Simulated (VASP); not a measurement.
Runs of VASP 6.6.1 on ZnS. The structure is that of space group P6_3mc (No. 186), or close to it. The cells are those of the table. 

```tsv
cell	gap on the mesh (eV)	pressure (GPa)	largest force (eV/Å)
a = 3.887, b = 3.887, c = 6.234 Å, angles 90.0, 90.0, 120.0°, 4 atoms	1.90	-3.9	0.19
a = 3.811, b = 3.811, c = 6.421 Å, angles 90.0, 90.0, 120.0°, 4 atoms	1.95	-2.8	0.36
a = 3.773, b = 3.773, c = 6.234 Å, angles 90.0, 90.0, 120.0°, 4 atoms	2.20	(a)	0.38
a = 3.811, b = 3.811, c = 6.359 Å, angles 90.0, 90.0, 120.0°, 4 atoms	(c)	(b)	0.35
```

Alike in all rows: task electric field gradients; level PBEsol; potentials or basis VASP PAW PBE potentials, release 64 (Zn, S); no spin polarisation; k mesh 8 × 8 × 5; cutoff (eV) 520; smearing fermi-dirac 0.03 eV.

Fill in the values left out.

(a) 0.5; (b) -2.3; (c) 2.01.

Caveats: the PAW data sets were made with another functional, which shifts forces and pressure a little; the cell stands under tension (at least some runs).

